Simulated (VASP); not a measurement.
# ZrAl3N4 (Pm-3m) in VASP: a series of runs

Runs on ZrAl3N4. Level: PBE. Tasks: single point, relaxation of cell and atoms.

The COD entry that gives the cell may itself be a prediction, so a difference from it is no test against experiment.

Program: VASP 6.6.1. These are calculated values, not measurements. Logs are shortened: lines on timing, memory, paths and dates and some standing lists are left out, and cuts for length are marked.

**1. The cell of the first run**

The structure is cubic, space group Pm-3m (No. 221). The conventional cell has a = 4.298 Å, b = 4.298 Å, c = 4.298 Å, α = 90.00°, β = 90.00°, γ = 90.00°. Within 2.8 Å of Zr (site symmetry m-3m) lie 6 N at 2.15 Å. Al (site symmetry 4/mmm) has 6 N at 2.15 Å within 2.8 Å. Within 2.8 Å of N (site symmetry 4/mmm) lie 2 Zr at 2.15 Å and 4 Al at 2.15 Å. N (site symmetry m-3m) has 6 Al at 2.15 Å within 2.8 Å.

**2. Single point, PBE, collinear spin, ferromagnetic start**

File INCAR:

```
SYSTEM = ZrAl3N4
PREC = Accurate ; ENCUT = 520
EDIFF = 1E-6 ; ISMEAR = 0
SIGMA = 0.1 ; LREAL = .FALSE.
LASPH = .TRUE. ; NELM = 150
ALGO = Normal ; ISIF = 2
LWAVE = .FALSE. ; LCHARG = .FALSE.
ISPIN = 2 ; MAGMOM = 1 0 0 0 0 0 0 0
LORBIT = 11 ; LMAXMIX = 4
GGA = PE ; NBANDS = 34
```

File KPOINTS:

```
regular mesh
0
G
  4 4 4
  0 0 0
```

File POSCAR:

```
ZrAl3N4
1.0
    4.2975215348      0.0000000000      0.0000000000
    0.0000000000      4.2975215348      0.0000000000
    0.0000000000      0.0000000000      4.2975215348
Zr Al N
1 3 4
Direct
    0.0000000000      0.0000000000      0.0000000000
    0.5000000000      0.0000000000      0.5000000000
    0.5000000000      0.5000000000      0.0000000000
    0.0000000000      0.5000000000      0.5000000000
    0.0000000000      0.5000000000      0.0000000000
    0.5000000000      0.5000000000      0.5000000000
    0.0000000000      0.0000000000      0.5000000000
    0.5000000000      0.0000000000      0.0000000000
```

Potentials or basis: VASP PAW PBE potentials, release 64 (Zr_sv, Al, N).

The run is started by

```
$ cat potpaw_PBE.64/Zr_sv/POTCAR potpaw_PBE.64/Al/POTCAR potpaw_PBE.64/N/POTCAR > POTCAR
$ mpirun -np 1 vasp_std > vasp.out
```

OUTCAR:

```text
SYSTEM = ZrAl3N4
   PREC = Accurate
   ENCUT = 520
   EDIFF = 1E-6
   ISMEAR = 0
   LREAL = .FALSE.
   LASPH = .TRUE.
   NELM = 150
   ISIF = 2
   ISPIN = 2
   LORBIT = 11
   GGA = PE

 ion  position               nearest neighbor table
   1  0.000  0.000  0.000-   5 2.15   7 2.15   8 2.15   7 2.15   5 2.15   8 2.15   2 3.04   4 3.04
                             2 3.04   3 3.04   4 3.04   3 3.04   4 3.04   2 3.04   3 3.04   4 3.04
   2  0.500  0.000  0.500-   6 2.15   7 2.15   8 2.15   8 2.15   6 2.15   7 2.15   1 3.04   3 3.04
                             1 3.04   3 3.04   4 3.04   3 3.04   3 3.04   1 3.04   4 3.04   4 3.04
   3  0.500  0.500  0.000-   5 2.15   6 2.15   8 2.15   6 2.15   8 2.15   5 2.15   2 3.04   4 3.04
                             1 3.04   1 3.04   2 3.04   2 3.04   2 3.04   1 3.04   4 3.04   4 3.04
   4  0.000  0.500  0.500-   5 2.15   6 2.15   7 2.15   5 2.15   7 2.15   6 2.15   1 3.04   3 3.04
                             1 3.04   1 3.04   2 3.04   2 3.04   1 3.04   2 3.04   3 3.04   3 3.04
   5  0.000  0.500  0.000-   1 2.15   3 2.15   4 2.15   4 2.15   1 2.15   3 2.15
   6  0.500  0.500  0.500-   2 2.15   3 2.15   4 2.15   3 2.15   2 2.15   4 2.15
   7  0.000  0.000  0.500-   1 2.15   2 2.15   4 2.15   1 2.15   4 2.15   2 2.15
   8  0.500  0.000  0.000-   1 2.15   2 2.15   3 2.15   2 2.15   3 2.15   1 2.15

  LATTYP: Found a simple cubic cell.
 ALAT       =     4.2975215348

  Lattice vectors:

 A1 = (   4.2975215348,   0.0000000000,   0.0000000000)
 A2 = (   0.0000000000,   4.2975215348,   0.0000000000)
 A3 = (   0.0000000000,   0.0000000000,   4.2975215348)

Analysis of symmetry for initial positions (statically):
=====================================================================
 Subroutine PRICEL returns:
 Original cell was already a primitive cell.

 Routine SETGRP: Setting up the symmetry group for a
 simple cubic supercell.

 Subroutine GETGRP returns: Found 48 space group operations
 (whereof 48 operations were pure point group operations)
 out of a pool of 48 trial point group operations.

The static configuration has the point symmetry O_h .

Analysis of symmetry for dynamics (positions and initial velocities):
=====================================================================
 Subroutine PRICEL returns:
 Original cell was already a primitive cell.

 Routine SETGRP: Setting up the symmetry group for a
 simple cubic supercell.

 Subroutine GETGRP returns: Found 48 space group operations
 (whereof 48 operations were pure point group operations)
 out of a pool of 48 trial point group operations.

The dynamic configuration has the point symmetry O_h .

Analysis of structural, dynamic, and magnetic symmetry:
=====================================================================
 Subroutine PRICEL returns:
 Original cell was already a primitive cell.

 Routine SETGRP: Setting up the symmetry group for a
 simple cubic supercell.

 Subroutine GETGRP returns: Found 48 space group operations
 (whereof 48 operations were pure point group operations)
 out of a pool of 48 trial point group operations.

The overall configuration has the point symmetry O_h .

 Subroutine INISYM returns: Found 48 space group operations
 (whereof 48 operations are pure point group operations),
 and found     1 'primitive' translations

----------------------------------------------------------------------------------------

                                     Primitive cell

  volume of cell :      79.3696

  direct lattice vectors                    reciprocal lattice vectors
     4.297521535  0.000000000  0.000000000     0.232692260  0.000000000  0.000000000
     0.000000000  4.297521535  0.000000000     0.000000000  0.232692260  0.000000000
     0.000000000  0.000000000  4.297521535     0.000000000  0.000000000  0.232692260

  length of vectors
     4.297521535  4.297521535  4.297521535     0.232692260  0.232692260  0.232692260

  position of ions in fractional coordinates (direct lattice)
     0.000000000  0.000000000  0.000000000
     0.500000000  0.000000000  0.500000000
     0.500000000  0.500000000  0.000000000
     0.000000000  0.500000000  0.500000000
     0.000000000  0.500000000  0.000000000
     0.500000000  0.500000000  0.500000000
     0.000000000  0.000000000  0.500000000
     0.500000000  0.000000000  0.000000000

  ion indices of the primitive-cell ions
   primitive index   ion index
                 1           1
                 2           2
                 3           3
                 4           4
[... 53 lines left out ...]
   ISTART =      0    job   : 0-new  1-cont  2-samecut
   ICHARG =      2    charge: 1-file 2-atom 10-const
   ISPIN  =      2    spin polarized calculation?
   LNONCOLLINEAR =      F non collinear calculations
   LSORBIT =      F    spin-orbit coupling
   LASPH  =      T    aspherical Exc in radial PAW
   ENCUT  =  520.0 eV  38.22 Ry    6.18 a.u.   7.99  7.99  7.99*2*pi/ulx,y,z
   NELM   =    150;   NELMIN=  2; NELMDL= -5     # of ELM steps
   EDIFF  = 0.1E-05   stopping-criterion for ELM
   LREAL  =      F    real-space projection
   EDIFFG = 0.1E-04   stopping-criterion for IOM
   NSW    =      0    number of steps for IOM
   IBRION =     -1    ionic relax: 0-MD 1-quasi-New 2-CG
   NFREE  =      0    steps in history (QN), initial steepest desc. (CG)
   ISIF   =      2    stress and relaxation
   ISYM   =      2    0-nonsym 1-usesym 2-fastsym
   POTIM  = 0.5000    time-step for ionic-motion
   TEBEG  =    0.0;   TEEND  =   0.0 temperature during run
   PSTRESS=    0.0 pullay stress
   NELECT =      41.0000    total number of electrons
   NUPDOWN=      -1.0000    fix difference up-down
   EMIN   =  10.00;   EMAX   =-10.00  energy-range for DOS
   EFERMI =   0.00;   METHOD = LEGACY
   ISMEAR =     0;   SIGMA  =   0.10  broadening in eV -4-tet -1-fermi 0-gaus
   EFERMI_NEDOS =   21; number of points for ismear=-14 and -15
   IALGO  =     38    algorithm
   IMIX   =      4    mixing-type and parameters
     AMIX     =   0.40;   BMIX     =  1.00
     AMIX_MAG =   1.60;   BMIX_MAG =  1.00
  volume/ion in A,a.u.               =       9.92        66.95
  Fermi-wavevector in a.u.,A,eV,Ry     =   1.313564  2.482277 23.476194  1.725452
  Thomas-Fermi vector in A             =   2.443878
   LORBIT       =     11    0 simple, 1 ext, 2 COOP (PROOUT), +10 PAW based schemes
   GGA     = PE    functional components
   LHFCALC =     F    Hartree Fock is set to
   AEXX    =    0.0000 exact exchange contribution
   IVDW    =     0    specifies the selected vdW correction
   LEPSILON=     F    determine dielectric tensor
   LRPA    =     F    only Hartree local field effects (RPA)
 spin polarized calculation
 Gauss-broadening in eV      SIGMA  =   0.10
  energy-cutoff  :      520.00
  volume of cell :       79.37
 maximum number of plane-waves:      2176
 NGX is ok and might be reduce to    32
   NGX = 15   NGY = 15   NGZ = 15

 number of electron      40.9999992 magnetization       0.5075554

 Free energy of the ion-electron system (eV)
  ---------------------------------------------------
  ext. energy  EPLUGINS =         0.00000000
  ---------------------------------------------------
  free energy    TOTEN  =       -60.87608340 eV

  energy without entropy =      -60.86361860  energy(sigma->0) =      -60.86985100

 E-fermi :  12.3288     XC(G=0): -11.9974

 val. band max:       12.2662197968   @ k =   0.2500   0.2500   0.0000
 cond. band min:      12.4166606352   @ k =   0.2500   0.2500   0.0000
 fundamental gap:      0.1504408384
 Fermi energy:        12.3287618320

 spin component 1

 k-point     1 :       0.0000    0.0000    0.0000
  band No.  band energies     occupation
      1     -37.4625      1.00000
      2     -15.8492      1.00000
      3     -15.8492      1.00000
      4     -15.8492      1.00000
      5      -6.8803      1.00000
      6      -4.5471      1.00000
[... 339 lines left out ...]
     31      18.3229      0.00000
     32      18.3229      0.00000
 Fermi energy:        12.3287618320

 spin component 2

 k-point     1 :       0.0000    0.0000    0.0000
  band No.  band energies     occupation
      1     -37.3005      1.00000
      2     -15.6534      1.00000
      3     -15.6534      1.00000
      4     -15.6534      1.00000
      5      -6.8431      1.00000
      6      -4.5232      1.00000
[... 339 lines left out ...]
     31      18.3714      0.00000
     32      18.3714      0.00000
 [bands above 32 left out]

------------------------ aborting loop because EDIFF is reached ----------------------------------------

  FORCE on cell =-STRESS in cart. coord.  units (eV):
  Direction    XX          YY          ZZ          XY          YZ          ZX
  --------------------------------------------------------------------------------------
  -------------------------------------------------------------------------------------
  Total        0.0147070      0.0147070      0.0147070      0.0000000     -0.0000000     -0.0000000
  in kB        0.2968798      0.2968798      0.2968798      0.0000000     -0.0000000     -0.0000000
  external PRESSURE =       0.2968798 kB  Pullay stress =       0.0000000 kB

 VOLUME and BASIS-vectors are now :
 -----------------------------------------------------------------------------
  energy-cutoff  :      520.00
  volume of cell :       79.37
      direct lattice vectors                 reciprocal lattice vectors
     4.297521535  0.000000000  0.000000000     0.232692260  0.000000000  0.000000000
     0.000000000  4.297521535  0.000000000     0.000000000  0.232692260  0.000000000
     0.000000000  0.000000000  4.297521535     0.000000000  0.000000000  0.232692260

 POSITION                                       TOTAL-FORCE (eV/Angst)
 -----------------------------------------------------------------------------------
      0.00000      0.00000      0.00000         0.000000      0.000000      0.000000
      2.14876      0.00000      2.14876         0.000000      0.000000      0.000000
      2.14876      2.14876      0.00000         0.000000      0.000000      0.000000
      0.00000      2.14876      2.14876         0.000000      0.000000      0.000000
      0.00000      2.14876      0.00000         0.000000      0.000000      0.000000
      2.14876      2.14876      2.14876         0.000000      0.000000      0.000000
      0.00000      0.00000      2.14876         0.000000      0.000000      0.000000
      2.14876      0.00000      0.00000         0.000000      0.000000      0.000000
 -----------------------------------------------------------------------------------
    total drift:                                0.000000      0.000000      0.000000

  FREE ENERGIE OF THE ION-ELECTRON SYSTEM (eV)
  ---------------------------------------------------
  free  energy   TOTEN  =       -60.8760834040 eV

  energy  without entropy=      -60.8636185951  energy(sigma->0) =      -60.86985100

 total charge

# of ion       s       p       d       tot
------------------------------------------
    1        2.210   6.101   1.805  10.117
    2        0.316   0.323   0.000   0.639
    3        0.316   0.323   0.000   0.639
    4        0.316   0.323   0.000   0.639
    5        1.236   2.540   0.000   3.777
    6        1.224   2.491   0.000   3.715
    7        1.236   2.540   0.000   3.777
    8        1.236   2.540   0.000   3.777
--------------------------------------------------
tot          8.092  17.183   1.805  27.080

 magnetization (x)

# of ion       s       p       d       tot
------------------------------------------
    1        0.002   0.002   0.253   0.257
    2        0.008   0.002   0.000   0.010
    3        0.008   0.002   0.000   0.010
    4        0.008   0.002   0.000   0.010
    5        0.001   0.002   0.000   0.003
    6       -0.000  -0.004   0.000  -0.004
    7        0.001   0.002   0.000   0.003
    8        0.001   0.002   0.000   0.003
--------------------------------------------------
tot          0.029   0.009   0.253   0.292
```

It took 20 s on 1 thread of Intel Xeon 6975P-C (Granite Rapids), shared host; peak memory 0.22 GiB.

What came out:

```yaml
Free_energy: -60.8761 eV
Pressure: 0.0 GPa
Net_moment: 0.51 μB per cell
Site_moments: Zr +0.26; Al +0.01; N +0.00, -0.00 μB
Valence_electrons_inside_the_program's_atomic_spheres: Zr 10.12; Al 0.64; N 3.78, 3.71
```

Levels at points of the mesh, in eV from the Fermi level:
Spin up:
| k point | band 18 | band 19 | band 20 | band 21 | band 22 | band 23 |
| --- | --- | --- | --- | --- | --- | --- |
| (0.00, 0.00, 0.00) | -3.22 | -3.22 | -3.22 | -1.72 | -1.72 | -1.72 |
| (0.50, 0.00, 0.00) | -5.21 | -3.63 | -3.63 | -1.32 | 1.69 | 1.69 |
| (0.50, 0.50, 0.00) | -4.39 | -4.39 | -4.17 | 1.80 | 1.80 | 2.30 |
| (0.50, 0.50, 0.50) | -4.52 | -4.52 | -4.52 | 1.18 | 1.71 | 1.71 |
Spin down:
| k point | band 17 | band 18 | band 19 | band 20 | band 21 | band 22 | band 23 | band 24 |
| --- | --- | --- | --- | --- | --- | --- | --- | --- |
| (0.00, 0.00, 0.00) | -4.57 | -3.20 | -3.20 | -3.20 | -1.43 | -1.43 | -1.43 | -0.67 |
| (0.50, 0.00, 0.00) | -5.18 | -5.18 | -3.60 | -3.60 | -1.00 | 1.96 | 1.96 | 2.26 |
| (0.50, 0.50, 0.00) | -4.56 | -4.38 | -4.38 | -4.12 | 2.07 | 2.07 | 2.52 | 3.45 |
| (0.50, 0.50, 0.50) | -4.64 | -4.50 | -4.50 | -4.50 | 1.27 | 1.83 | 1.83 | 1.83 |

Caveat: the k points lie up to 0.37 Å⁻¹ apart.

(Part 1 of 2 ends here.)
